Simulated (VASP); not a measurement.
# Zr (Fm-3m) in VASP: notebook

The runs below take Zr through single point, with BLYP.

Program: VASP 6.6.1. These are calculated values, not measurements. Logs are shortened: lines on timing, memory, paths and dates and some standing lists are left out, and cuts for length are marked.

**1. The cell of the first run**

Symmetry: Fm-3m, No. 225, cubic system. Conventional cell: a = 4.580 Å, b = 4.580 Å, c = 4.580 Å, α = 90.00°, β = 90.00°, γ = 90.00°. Within 4.3 Å of Zr (site symmetry m-3m) lie 12 Zr at 3.24 Å.

**2. Single point, BLYP**

Contents of INCAR:

```
SYSTEM = Zr
AGGAC = 1.0 ; AGGAX = 1.0
ALDAC = 0.0 ; ALDAX = 1.0
ALGO = Normal ; EDIFF = 1E-6
ENCUT = 520 ; GGA = B5
ISIF = 2 ; ISMEAR = -1
LASPH = .True. ; LCHARG = .False.
LREAL = .False. ; LWAVE = .False.
NBANDS = 12 ; NELM = 80
PREC = Accurate ; SIGMA = 0.1
```

Contents of KPOINTS:

```
k-points
0
Gamma
  12 12 12
  0 0 0
```

Contents of POSCAR:

```
Zr
1.0
    0.0000000000      2.2900450475      2.2900450475
    2.2900450475      0.0000000000      2.2900450475
    2.2900450475      2.2900450475      0.0000000000
Zr
1
Direct
    0.0000000000      0.0000000000      0.0000000000
```

Potentials or basis: VASP PAW PBE potentials, release 64 (Zr_sv).

Run with:

```
cat potpaw_PBE.64/Zr_sv/POTCAR > POTCAR
mpirun -np 1 vasp_std > vasp.out
```

OUTCAR:

```text
SYSTEM = Zr
   EDIFF = 1E-6
   ENCUT = 520
   GGA = B5
   ISIF = 2
   ISMEAR = -1
   LASPH = .True.
   LREAL = .False.
   NELM = 80
   PREC = Accurate

 ion  position               nearest neighbor table
   1  0.000  0.000  0.000-

  LATTYP: Found a face centered cubic cell.
 ALAT       =     4.5800900950

  Lattice vectors:

 A1 = (   0.0000000000,   2.2900450475,   2.2900450475)
 A2 = (   2.2900450475,   0.0000000000,   2.2900450475)
 A3 = (   2.2900450475,   2.2900450475,   0.0000000000)

Analysis of symmetry for initial positions (statically):
=====================================================================
 Subroutine PRICEL returns:
 Original cell was already a primitive cell.

 Routine SETGRP: Setting up the symmetry group for a
 face centered cubic supercell.

 Subroutine GETGRP returns: Found 48 space group operations
 (whereof 48 operations were pure point group operations)
 out of a pool of 48 trial point group operations.

The static configuration has the point symmetry O_h .

Analysis of symmetry for dynamics (positions and initial velocities):
=====================================================================
 Subroutine PRICEL returns:
 Original cell was already a primitive cell.

 Routine SETGRP: Setting up the symmetry group for a
 face centered cubic supercell.

 Subroutine GETGRP returns: Found 48 space group operations
 (whereof 48 operations were pure point group operations)
 out of a pool of 48 trial point group operations.

The dynamic configuration has the point symmetry O_h .

 Subroutine INISYM returns: Found 48 space group operations
 (whereof 48 operations are pure point group operations),
 and found     1 'primitive' translations

----------------------------------------------------------------------------------------

                                     Primitive cell

  volume of cell :      24.0194

  direct lattice vectors                    reciprocal lattice vectors
     0.000000000  2.290045048  2.290045048    -0.218336316  0.218336316  0.218336316
     2.290045048  0.000000000  2.290045048     0.218336316 -0.218336316  0.218336316
     2.290045048  2.290045048  0.000000000     0.218336316  0.218336316 -0.218336316

  length of vectors
     3.238612765  3.238612765  3.238612765     0.378169593  0.378169593  0.378169593

  position of ions in fractional coordinates (direct lattice)
     0.000000000  0.000000000  0.000000000

  ion indices of the primitive-cell ions
   primitive index   ion index
                 1           1

----------------------------------------------------------------------------------------

 KPOINTS: k-points

Automatic generation of k-mesh.
 Grid dimensions read from file:
 generate k-points for:   12   12   12

 Generating k-lattice:

  Cartesian coordinates                     Fractional coordinates (reciprocal lattice)
    -0.018194693  0.018194693  0.018194693     0.083333333  0.000000000  0.000000000
     0.018194693 -0.018194693  0.018194693     0.000000000  0.083333333  0.000000000
     0.018194693  0.018194693 -0.018194693     0.000000000  0.000000000  0.083333333

  Length of vectors
     0.031514133  0.031514133  0.031514133

  Shift w.r.t. Gamma in fractional coordinates (k-lattice)
     0.000000000  0.000000000  0.000000000

 Subroutine IBZKPT returns following result:
 ===========================================

 Found     72 irreducible k-points:

 Following reciprocal coordinates:
            Coordinates               Weight
  0.000000  0.000000  0.000000      1.000000
  0.083333  0.000000  0.000000      8.000000
  0.166667  0.000000  0.000000      8.000000
  0.250000  0.000000  0.000000      8.000000
  0.333333  0.000000  0.000000      8.000000
  0.416667  0.000000  0.000000      8.000000
[... 16 lines left out ...]
  0.500000  0.166667  0.000000     24.000000
 -0.416667  0.166667  0.000000     24.000000
 [... further k-points ...]
   k-points           NKPTS =     72   k-points in BZ     NKDIM =     72   number of bands    NBANDS=     12
   number of dos      NEDOS =    301   number of ions     NIONS =      1
   total plane-waves  NPLWV =  13824
   dimension x,y,z NGX =    24 NGY =   24 NGZ =   24
   dimension x,y,z NGXF=    48 NGYF=   48 NGZF=   48
   ions per type =               1
   NGX,Y,Z   is equivalent  to a cutoff of  12.32, 12.32, 12.32 a.u.
   NGXF,Y,Z  is equivalent  to a cutoff of  24.64, 24.64, 24.64 a.u.
 SYSTEM =  Zr
   PREC   = accura    normal or accurate (medium, high low for compatibility)
   ISTART =      0    job   : 0-new  1-cont  2-samecut
   ICHARG =      2    charge: 1-file 2-atom 10-const
   ISPIN  =      1    spin polarized calculation?
   LNONCOLLINEAR =      F non collinear calculations
   LSORBIT =      F    spin-orbit coupling
   LASPH  =      T    aspherical Exc in radial PAW
   ENCUT  =  520.0 eV  38.22 Ry    6.18 a.u.   6.02  6.02  6.02*2*pi/ulx,y,z
   NELM   =     80;   NELMIN=  2; NELMDL= -5     # of ELM steps
   EDIFF  = 0.1E-05   stopping-criterion for ELM
   LREAL  =      F    real-space projection
   EDIFFG = 0.1E-04   stopping-criterion for IOM
   NSW    =      0    number of steps for IOM
   IBRION =     -1    ionic relax: 0-MD 1-quasi-New 2-CG
   NFREE  =      0    steps in history (QN), initial steepest desc. (CG)
   ISIF   =      2    stress and relaxation
   ISYM   =      2    0-nonsym 1-usesym 2-fastsym
   POTIM  = 0.5000    time-step for ionic-motion
   TEBEG  =    0.0;   TEEND  =   0.0 temperature during run
   PSTRESS=    0.0 pullay stress
   NELECT =      12.0000    total number of electrons
   NUPDOWN=      -1.0000    fix difference up-down
   EMIN   =  10.00;   EMAX   =-10.00  energy-range for DOS
   EFERMI =   0.00;   METHOD = LEGACY
   ISMEAR =    -1;   SIGMA  =   0.10  broadening in eV -4-tet -1-fermi 0-gaus
   EFERMI_NEDOS =   21; number of points for ismear=-14 and -15
   IALGO  =     38    algorithm
   IMIX   =      4    mixing-type and parameters
     AMIX     =   0.40;   BMIX     =  1.00
     AMIX_MAG =   1.60;   BMIX_MAG =  1.00
  volume/ion in A,a.u.               =      24.02       162.09
  Fermi-wavevector in a.u.,A,eV,Ry     =   1.299016  2.454785 22.959056  1.687443
  Thomas-Fermi vector in A             =   2.430307
   LORBIT       =      0    0 simple, 1 ext, 2 COOP (PROOUT), +10 PAW based schemes
   GGA     = B5    functional components
   LHFCALC =     F    Hartree Fock is set to
   AEXX    =    0.0000 exact exchange contribution
   IVDW    =     0    specifies the selected vdW correction
   LEPSILON=     F    determine dielectric tensor
   LRPA    =     F    only Hartree local field effects (RPA)
 non-spin polarized calculation
  energy-cutoff  :      520.00
  volume of cell :       24.02
 maximum number of plane-waves:       661
   NGX = 13   NGY = 13   NGZ = 13

 number of electron      12.0000000 magnetization

 Free energy of the ion-electron system (eV)
  ---------------------------------------------------
  ext. energy  EPLUGINS =         0.00000000
  ---------------------------------------------------
  free energy    TOTEN  =        -7.31718816 eV

  energy without entropy =       -7.26649207  energy(sigma->0) =       -7.29184012

 E-fermi :   9.0541     XC(G=0): -10.3719

 val. band max:        9.0482790730   @ k =  -0.3333   0.2500   0.0000
 cond. band min:       9.0643006649   @ k =   0.2500   0.0000   0.0000
 fundamental gap:      0.0160215918
 Fermi energy:         9.0540562912

 k-point     1 :       0.0000    0.0000    0.0000
  band No.  band energies     occupation
      1     -39.6445      2.00000
      2     -17.3024      2.00000
      3     -17.3024      2.00000
      4     -17.3024      2.00000
      5       3.7075      2.00000
      6       9.9443      0.00027
      7       9.9443      0.00027
      8       9.9443      0.00027
      9      12.2189      0.00000
     10      12.2189      0.00000
     11      19.5809      0.00000
     12      23.6873      0.00000

 k-point     2 :       0.0833    0.0000    0.0000
  band No.  band energies     occupation
      1     -39.6362      2.00000
      2     -17.3639      2.00000
      3     -17.3101      2.00000
      4     -17.3101      2.00000
      5       3.9222      2.00000
      6       9.7600      0.00172
      7      10.0424      0.00010
      8      10.0424      0.00010
      9      12.1292      0.00000
     10      12.1292      0.00000
     11      20.0268      0.00000
     12      22.8097      0.00000

 k-point     3 :       0.1667    0.0000    0.0000
  band No.  band energies     occupation
      1     -39.6137      2.00000
      2     -17.5290      2.00000
      3     -17.3311      2.00000
      4     -17.3311      2.00000
      5       4.5143      2.00000
      6       9.3587      0.09073
      7      10.2397      0.00001
      8      10.2397      0.00001
      9      12.0154      0.00000
     10      12.0154      0.00000
     11      20.8448      0.00000
     12      21.7274      0.00000
[... 286 lines left out ...]
 k-point    23 :       0.5000    0.1667    0.0000
  band No.  band energies     occupation
      1     -39.5101      2.00000
      2     -18.0808      2.00000
      3     -17.5472      2.00000
      4     -17.4654      2.00000
      5       6.8515      2.00000
      6       8.6931      1.94731
      7       9.6315      0.00619
      8      10.5090      0.00000
      9      13.9647      0.00000
     10      14.6143      0.00000
     11      17.8540      0.00000
     12      21.0417      0.00000

 k-point    24 :      -0.4167    0.1667    0.0000
  band No.  band energies     occupation
      1     -39.5080      2.00000
      2     -18.0884      2.00000
      3     -17.5759      2.00000
      4     -17.4475      2.00000
      5       6.9179      2.00000
      6       8.7812      1.87737
      7       9.7073      0.00291
      8      10.4178      0.00000
      9      13.4785      0.00000
     10      15.1301      0.00000
     11      17.7763      0.00000
     12      21.0112      0.00000

 [... further k-points ...]

------------------------ aborting loop because EDIFF is reached ----------------------------------------

  FORCE on cell =-STRESS in cart. coord.  units (eV):
  Direction    XX          YY          ZZ          XY          YZ          ZX
  --------------------------------------------------------------------------------------
  -------------------------------------------------------------------------------------
  Total        0.0183516      0.0183516      0.0183516      0.0000000      0.0000000     -0.0000000
  in kB        1.2241170      1.2241170      1.2241170      0.0000000      0.0000000     -0.0000000
  external PRESSURE =       1.2241170 kB  Pullay stress =       0.0000000 kB

 VOLUME and BASIS-vectors are now :
 -----------------------------------------------------------------------------
  energy-cutoff  :      520.00
  volume of cell :       24.02
      direct lattice vectors                 reciprocal lattice vectors
     0.000000000  2.290045048  2.290045048    -0.218336316  0.218336316  0.218336316
     2.290045048  0.000000000  2.290045048     0.218336316 -0.218336316  0.218336316
     2.290045048  2.290045048  0.000000000     0.218336316  0.218336316 -0.218336316

 POSITION                                       TOTAL-FORCE (eV/Angst)
 -----------------------------------------------------------------------------------
      0.00000      0.00000      0.00000         0.000000     -0.000000      0.000000
 -----------------------------------------------------------------------------------
    total drift:                               -0.000000      0.000000      0.000000

  FREE ENERGIE OF THE ION-ELECTRON SYSTEM (eV)
  ---------------------------------------------------
  free  energy   TOTEN  =        -7.3171881559 eV

  energy  without entropy=       -7.2664920743  energy(sigma->0) =       -7.29184012
```

Run time: 17 s. Hardware: 1 thread of AMD EPYC 7R13, shared host; peak memory 0.15 GiB.

Results:

```yaml
Free_energy: -7.3172 eV
Pressure: 0.1 GPa
Band_gap_on_the_k_mesh: zero (band 6 reaches 9.94 eV, above the bottom of band 7 at 8.67 eV)
```

Caveat: the PAW data sets were made with another functional, which shifts forces and pressure a little.

**3. Single point, BLYP (volume scaled by 0.88)**

Contents of INCAR:

```
AGGAC = 1.0
AGGAX = 1.0
ALDAC = 0.0
ALDAX = 1.0
ALGO = Normal
EDIFF = 1E-7
ENCUT = 520
GGA = B5
ISIF = 2
ISMEAR = -1
LASPH = True
LCHARG = False
LREAL = False
LWAVE = False
NBANDS = 12
NELM = 80
PREC = Accurate
SIGMA = 0.1
```

Contents of KPOINTS:

```
k-points
0
Gamma
  13 13 13
```

Contents of POSCAR:

```
Zr
1.0
    0.0000000000      2.1945134628      2.1945134628
    2.1945134628      0.0000000000      2.1945134628
    2.1945134628      2.1945134628      0.0000000000
Zr
1
Direct
    0.0000000000      0.0000000000      0.0000000000
```

Potentials or basis: VASP PAW PBE potentials, release 64 (Zr_sv).

Run with:

```
cat potpaw_PBE.64/Zr_sv/POTCAR > POTCAR
mpirun -np 1 vasp_std > vasp.out
```

It took 26 s on 1 thread of AMD EPYC 7R13, shared host; peak memory 0.15 GiB.

The run converged. Its results:

```
Free energy            : -7.1987 eV
Pressure               : 13.7 GPa
Band gap on the k mesh : zero (band 6 reaches 11.45 eV, above the bottom of band 7 at 9.92 eV)
```

Levels at points of the mesh, in eV from the Fermi level:
| k point | band 2 | band 3 | band 4 | band 5 | band 6 | band 7 | band 8 | band 9 | band 10 | band 11 |
| --- | --- | --- | --- | --- | --- | --- | --- | --- | --- | --- |
| (0.00, 0.00, 0.00) | -25.96 | -25.96 | -25.96 | -5.54 | 0.91 | 0.91 | 0.91 | 3.60 | 3.60 | 10.78 |

Caveat: the PAW data sets were made with another functional, which shifts forces and pressure a little.

**4. Single point, BLYP (volume scaled by 0.92)**

Contents of INCAR:

```
PREC = Accurate
ENCUT = 520
EDIFF = 1E-6
ISMEAR = -1
SIGMA = 0.1
LREAL = F
LASPH = T
NELM = 100
ALGO = Normal
ISIF = 2
LWAVE = F
LCHARG = T
GGA = B5
ALDAX = 1.0
AGGAX = 1.0
AGGAC = 1.0
ALDAC = 0.0
LELF = T
LVHAR = T
NBANDS = 12
```

Contents of KPOINTS:

```
Automatic mesh
0
Gamma
  13 13 13
```

Contents of POSCAR:

```
Zr
1.0
    0.0000000000      2.2272722247      2.2272722247
    2.2272722247      0.0000000000      2.2272722247
    2.2272722247      2.2272722247      0.0000000000
Zr
1
Direct
    0.0000000000      0.0000000000      0.0000000000
```

Run with:

```
cat potpaw_PBE.64/Zr_sv/POTCAR > POTCAR
mpirun -np 1 vasp_std > vasp.out
```

Run time: 26 s. Hardware: 1 thread of AMD EPYC 7R13, shared host; peak memory 0.15 GiB.

Results (log left out):

```
Free energy            : -7.2650 eV
Pressure               : 8.5 GPa
Band gap on the k mesh : zero (band 6 reaches 10.92 eV, above the bottom of band 7 at 9.41 eV)
```

Levels at points of the mesh, in eV from the Fermi level:
```
           k point  band 3  band 4  band 5  band 6  band 7  band 8  band 9  band 10
(0.00, 0.00, 0.00)  -26.10  -26.10   -5.48    0.91    0.91    0.91    3.45     3.45
```

Caveat: the PAW data sets were made with another functional, which shifts forces and pressure a little.

**5. Single point, BLYP (volume scaled by 0.96)**

Contents of INCAR:

```
SYSTEM = Zr
AGGAC = 1.0
AGGAX = 1.0
ALDAC = 0.0
ALDAX = 1.0
ALGO = Normal
EDIFF = 1E-7
ENCUT = 520
GGA = B5
ISIF = 2
ISMEAR = -1
LASPH = .TRUE.
LCHARG = .FALSE.
LREAL = .FALSE.
LWAVE = .FALSE.
NBANDS = 12
NELM = 100
PREC = Accurate
SIGMA = 0.1
```

Contents of KPOINTS:

```
k-points
0
G
  13 13 13
  0 0 0
```

Contents of POSCAR:

```
Zr
1.0
    0.0000000000      2.2590946988      2.2590946988
    2.2590946988      0.0000000000      2.2590946988
    2.2590946988      2.2590946988      0.0000000000
Zr
1
Direct
    0.0000000000      0.0000000000      0.0000000000
```

Run with:

```
cat potpaw_PBE.64/Zr_sv/POTCAR > POTCAR
mpirun -np 1 vasp_std > vasp.out
```

Wall time 29 s (1 thread of AMD EPYC 7R13, shared host); peak memory 0.15 GiB.

Results (log left out):

| Property | Result |
| --- | --- |
| Free energy | -7.3022 eV |
| Pressure | 4.0 GPa |
| Band gap on the k mesh | zero (band 6 reaches 10.41 eV, above the bottom of band 7 at 8.94 eV) |

Levels at points of the mesh, in eV from the Fermi level:
```csv
k point,band 3,band 4,band 5,band 6,band 7,band 8,band 9,band 10
"(0.00, 0.00, 0.00)",-26.23,-26.23,-5.42,0.90,0.90,0.90,3.30,3.30
```

Caveat: the PAW data sets were made with another functional, which shifts forces and pressure a little.

**6. The runs side by side**

```tsv
cell	k mesh	gap on the mesh (eV)	pressure (GPa)
a = 3.239 Å, angles 60.0°, 1 atom	12 × 12 × 12	none	0.1
a = 3.104 Å, angles 60.0°, 1 atom	13 × 13 × 13	none	13.7
a = 3.150 Å, angles 60.0°, 1 atom	13 × 13 × 13	none	8.5
a = 3.195 Å, angles 60.0°, 1 atom	13 × 13 × 13	none	4.0
```

Alike in all rows: task single point; level BLYP; potentials or basis VASP PAW PBE potentials, release 64 (Zr_sv); no spin polarisation; cutoff (eV) 520; smearing fermi-dirac 0.1 eV.

Caveats: the PAW data sets were made with another functional, which shifts forces and pressure a little.

Total energies depend on the potentials used, so only differences within one code and one set of settings carry meaning.
